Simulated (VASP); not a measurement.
# ZnS (F-43m) in VASP: single point with PBEsol

Aim: the single point of ZnS with PBEsol.

Everything below comes from runs of VASP 6.6.1. Logs are shortened: lines on timing, memory, paths and dates and some standing lists are left out, and cuts for length are marked.

### Step 1. The cell of the first run

The structure is cubic, space group F-43m (No. 216). The conventional cell has a = 5.356 Å, b = 5.356 Å, c = 5.356 Å, α = 90.00°, β = 90.00°, γ = 90.00°. Within 3.1 Å of Zn (site symmetry -43m) lie 4 S at 2.32 Å. S (site symmetry -43m) has 4 Zn at 2.32 Å within 3.1 Å.

### Step 2. Single point, PBEsol

Contents of INCAR:

```
SYSTEM = ZnS
PREC     = Accurate       ! precision mode
ENCUT    = 520            ! plane-wave cutoff, eV
EDIFF    = 1E-7           ! SCF threshold, eV
ISMEAR   = -1             ! smearing method
SIGMA    = 0.05           ! smearing width, eV
LREAL    = Auto         
LASPH    = .TRUE.         ! aspherical terms in the spheres
NELM     = 100            ! most SCF steps
ALGO     = Normal         ! electronic algorithm
ISIF     = 2              ! what is computed and relaxed
LWAVE    = .FALSE.        ! write WAVECAR
LCHARG   = .FALSE.        ! write CHGCAR
GGA      = PS             ! functional
NBANDS   = 326            ! bands
```

Contents of KPOINTS:

```
regular mesh
0
G
  1 1 1
  0 0 0
```

Contents of POSCAR:

```
ZnS
1.0
   10.7125360000      0.0000000000      0.0000000000
    0.0000000000     10.7125360000      0.0000000000
    0.0000000000      0.0000000000     10.7125360000
Zn S
32 32
Direct
    0.0000000000      0.0000000000      0.0000000000
    0.0000000000      0.0000000000      0.5000000000
    0.0000000000      0.5000000000      0.0000000000
    0.0000000000      0.5000000000      0.5000000000
    0.5000000000      0.0000000000      0.0000000000
    0.5000000000      0.0000000000      0.5000000000
    0.5000000000      0.5000000000      0.0000000000
    0.5000000000      0.5000000000      0.5000000000
    0.2500000000      0.2500000000      0.0000000000
    0.2500000000      0.2500000000      0.5000000000
    0.2500000000      0.7500000000      0.0000000000
    0.2500000000      0.7500000000      0.5000000000
    0.7500000000      0.2500000000      0.0000000000
    0.7500000000      0.2500000000      0.5000000000
    0.7500000000      0.7500000000      0.0000000000
    0.7500000000      0.7500000000      0.5000000000
    0.2500000000      0.0000000000      0.2500000000
    0.2500000000      0.0000000000      0.7500000000
    0.2500000000      0.5000000000      0.2500000000
    0.2500000000      0.5000000000      0.7500000000
    0.7500000000      0.0000000000      0.2500000000
    0.7500000000      0.0000000000      0.7500000000
    0.7500000000      0.5000000000      0.2500000000
    0.7500000000      0.5000000000      0.7500000000
    0.0000000000      0.2500000000      0.2500000000
    0.0000000000      0.2500000000      0.7500000000
    0.0000000000      0.7500000000      0.2500000000
    0.0000000000      0.7500000000      0.7500000000
    0.5000000000      0.2500000000      0.2500000000
    0.5000000000      0.2500000000      0.7500000000
    0.5000000000      0.7500000000      0.2500000000
    0.5000000000      0.7500000000      0.7500000000
    0.1250000000      0.1250000000      0.1250000000
    0.1250000000      0.1250000000      0.6250000000
    0.1250000000      0.6250000000      0.1250000000
    0.1250000000      0.6250000000      0.6250000000
    0.6250000000      0.1250000000      0.1250000000
    0.6250000000      0.1250000000      0.6250000000
    0.6250000000      0.6250000000      0.1250000000
    0.6250000000      0.6250000000      0.6250000000
    0.3750000000      0.3750000000      0.1250000000
    0.3750000000      0.3750000000      0.6250000000
    0.3750000000      0.8750000000      0.1250000000
    0.3750000000      0.8750000000      0.6250000000
    0.8750000000      0.3750000000      0.1250000000
    0.8750000000      0.3750000000      0.6250000000
    0.8750000000      0.8750000000      0.1250000000
    0.8750000000      0.8750000000      0.6250000000
    0.3750000000      0.1250000000      0.3750000000
    0.3750000000      0.1250000000      0.8750000000
    0.3750000000      0.6250000000      0.3750000000
    0.3750000000      0.6250000000      0.8750000000
    0.8750000000      0.1250000000      0.3750000000
    0.8750000000      0.1250000000      0.8750000000
    0.8750000000      0.6250000000      0.3750000000
    0.8750000000      0.6250000000      0.8750000000
    0.1250000000      0.3750000000      0.3750000000
    0.1250000000      0.3750000000      0.8750000000
    0.1250000000      0.8750000000      0.3750000000
    0.1250000000      0.8750000000      0.8750000000
    0.6250000000      0.3750000000      0.3750000000
    0.6250000000      0.3750000000      0.8750000000
    0.6250000000      0.8750000000      0.3750000000
    0.6250000000      0.8750000000      0.8750000000
```

Potentials or basis: VASP PAW PBE potentials, release 64 (Zn, S).

Run with:

```bash
> cat potpaw_PBE.64/Zn/POTCAR potpaw_PBE.64/S/POTCAR > POTCAR
> mpirun -np 1 vasp_gam > vasp.out
```

OUTCAR:

```text
SYSTEM = ZnS
   PREC = Accurate
   ENCUT = 520
   EDIFF = 1E-7
   ISMEAR = -1
   LREAL = Auto
   LASPH = .TRUE.
   NELM = 100
   ISIF = 2
   GGA = PS

 ion  position               nearest neighbor table
   1  0.000  0.000  0.000-  33 2.32  47 2.32  54 2.32  60 2.32
   2  0.000  0.000  0.500-  34 2.32  48 2.32  53 2.32  59 2.32
   3  0.000  0.500  0.000-  35 2.32  45 2.32  56 2.32  58 2.32
   4  0.000  0.500  0.500-  36 2.32  46 2.32  55 2.32  57 2.32
   5  0.500  0.000  0.000-  37 2.32  43 2.32  50 2.32  64 2.32
   6  0.500  0.000  0.500-  38 2.32  44 2.32  49 2.32  63 2.32
[... 56 lines left out ...]
  63  0.625  0.875  0.375-   6 2.32  16 2.32  21 2.32  31 2.32
  64  0.625  0.875  0.875-   5 2.32  15 2.32  22 2.32  32 2.32

  LATTYP: Found a simple cubic cell.
 ALAT       =    10.7125360000

  Lattice vectors:

 A1 = (  10.7125360000,   0.0000000000,   0.0000000000)
 A2 = (   0.0000000000,  10.7125360000,   0.0000000000)
 A3 = (   0.0000000000,   0.0000000000,  10.7125360000)

Analysis of symmetry for initial positions (statically):
=====================================================================
 Subroutine PRICEL returns following result:

  LATTYP: Found a face centered cubic cell.
 ALAT       =     5.3562680000

  Lattice vectors:

 A1 = (   2.6781340000,  -2.6781340000,   0.0000000000)
 A2 = (   2.6781340000,   0.0000000000,   2.6781340000)
 A3 = (   0.0000000000,  -2.6781340000,   2.6781340000)

  32 primitive cells build up your supercell.

 Routine SETGRP: Setting up the symmetry group for a
 simple cubic supercell.

 Subroutine GETGRP returns: Found 24 space group operations
 (whereof 24 operations were pure point group operations)
 out of a pool of 48 trial point group operations.

The static configuration has the point symmetry T_d .

Analysis of symmetry for dynamics (positions and initial velocities):
=====================================================================
 Subroutine PRICEL returns following result:

  LATTYP: Found a face centered cubic cell.
 ALAT       =     5.3562680000

  Lattice vectors:

 A1 = (   2.6781340000,  -2.6781340000,   0.0000000000)
 A2 = (   2.6781340000,   0.0000000000,   2.6781340000)
 A3 = (   0.0000000000,  -2.6781340000,   2.6781340000)

  32 primitive cells build up your supercell.

 Routine SETGRP: Setting up the symmetry group for a
 simple cubic supercell.
[... 82 lines left out ...]
   LREAL  =      T    real-space projection
   EDIFFG = 0.1E-05   stopping-criterion for IOM
   NSW    =      0    number of steps for IOM
   IBRION =     -1    ionic relax: 0-MD 1-quasi-New 2-CG
   NFREE  =      0    steps in history (QN), initial steepest desc. (CG)
   ISIF   =      2    stress and relaxation
   ISYM   =      2    0-nonsym 1-usesym 2-fastsym
   POTIM  = 0.5000    time-step for ionic-motion
   TEBEG  =    0.0;   TEEND  =   0.0 temperature during run
   PSTRESS=    0.0 pullay stress
   NELECT =     576.0000    total number of electrons
   NUPDOWN=      -1.0000    fix difference up-down
   EMIN   =  10.00;   EMAX   =-10.00  energy-range for DOS
   EFERMI =   0.00;   METHOD = LEGACY
   ISMEAR =    -1;   SIGMA  =   0.05  broadening in eV -4-tet -1-fermi 0-gaus
   EFERMI_NEDOS =   21; number of points for ismear=-14 and -15
   IALGO  =     38    algorithm
   IMIX   =      4    mixing-type and parameters
     AMIX     =   0.40;   BMIX     =  1.00
     AMIX_MAG =   1.60;   BMIX_MAG =  1.00
  volume/ion in A,a.u.               =      19.21       129.63
  Fermi-wavevector in a.u.,A,eV,Ry     =   1.271520  2.402825 21.997415  1.616764
  Thomas-Fermi vector in A             =   2.404449
   LORBIT       =      0    0 simple, 1 ext, 2 COOP (PROOUT), +10 PAW based schemes
   GGA     = PS    functional components
   LHFCALC =     F    Hartree Fock is set to
   AEXX    =    0.0000 exact exchange contribution
   IVDW    =     0    specifies the selected vdW correction
   LEPSILON=     F    determine dielectric tensor
   LRPA    =     F    only Hartree local field effects (RPA)
 non-spin polarized calculation
  energy-cutoff  :      520.00
  volume of cell :     1229.35
 maximum number of plane-waves:     16530
 NGX is ok and might be reduce to    80
   NGX = 39   NGY = 39   NGZ = 39

 number of electron     576.0001117 magnetization

 Free energy of the ion-electron system (eV)
  ---------------------------------------------------
  ext. energy  EPLUGINS =         0.00000000
  ---------------------------------------------------
  free energy    TOTEN  =      -241.04479763 eV

  energy without entropy =     -241.04479762  energy(sigma->0) =     -241.04479762

 E-fermi :   3.3629     XC(G=0):  -9.9647

 val. band max:        2.2949320462   @ k =   0.0000   0.0000   0.0000
 cond. band min:       4.3759525880   @ k =   0.0000   0.0000   0.0000
 fundamental gap:      2.0810205418
 Fermi energy:         3.3629104296

 k-point     1 :       0.0000    0.0000    0.0000
  band No.  band energies     occupation
      1     -11.0502      2.00000
      2     -10.4473      2.00000
      3     -10.4473      2.00000
      4     -10.4473      2.00000
      5     -10.4473      2.00000
      6     -10.4473      2.00000
[... 292 lines left out ...]
    299       6.2387      0.00000
    300       6.5966      0.00000
 [bands above 300 left out]

------------------------ aborting loop because EDIFF is reached ----------------------------------------

  FORCE on cell =-STRESS in cart. coord.  units (eV):
  Direction    XX          YY          ZZ          XY          YZ          ZX
  --------------------------------------------------------------------------------------
  -------------------------------------------------------------------------------------
  Total        4.3658840      4.3658840      4.3658840      0.0000000      0.0000000      0.0000000
  in kB        5.6899165      5.6899165      5.6899165      0.0000000      0.0000000      0.0000000
  external PRESSURE =       5.6899165 kB  Pullay stress =       0.0000000 kB

 VOLUME and BASIS-vectors are now :
 -----------------------------------------------------------------------------
  energy-cutoff  :      520.00
  volume of cell :     1229.35
      direct lattice vectors                 reciprocal lattice vectors
    10.712536000  0.000000000  0.000000000     0.093348578  0.000000000  0.000000000
     0.000000000 10.712536000  0.000000000     0.000000000  0.093348578  0.000000000
     0.000000000  0.000000000 10.712536000     0.000000000  0.000000000  0.093348578

 POSITION                                       TOTAL-FORCE (eV/Angst)
 -----------------------------------------------------------------------------------
      0.00000      0.00000      0.00000         0.000000     -0.000000      0.000000
      0.00000      0.00000      5.35627        -0.000000     -0.000000     -0.000000
      0.00000      5.35627      0.00000         0.000000      0.000000     -0.000000
      0.00000      5.35627      5.35627         0.000000      0.000000      0.000000
      5.35627      0.00000      0.00000        -0.000000     -0.000000      0.000000
      5.35627      0.00000      5.35627         0.000000     -0.000000     -0.000000
[... 56 lines left out ...]
      6.69534      9.37347      4.01720         0.000000      0.000000     -0.000000
      6.69534      9.37347      9.37347         0.000000      0.000000     -0.000000
 -----------------------------------------------------------------------------------
    total drift:                               -0.000000     -0.000000      0.000000

  FREE ENERGIE OF THE ION-ELECTRON SYSTEM (eV)
  ---------------------------------------------------
  free  energy   TOTEN  =      -241.0447976252 eV

  energy  without entropy=     -241.0447976182  energy(sigma->0) =     -241.04479762
```

It took 12 min on 1 thread of AMD EPYC 7R13 (Zen 3), shared host; peak memory 0.95 GiB.

What came out:

```
Free energy            : -241.0448 eV
Pressure               : 0.6 GPa
Band gap on the k mesh : 2.08 eV
```

Levels at points of the mesh, in eV from the valence-band top:
```csv
k point,band 285,band 286,band 287,band 288,band 289,band 290,band 291,band 292
"(0.00, 0.00, 0.00)",-0.92,0.00,0.00,0.00,2.08,3.16,3.16,3.16
```

Caveat: the k points lie up to 0.59 Å⁻¹ apart; the PAW data sets were made with another functional, which shifts forces and pressure a little.
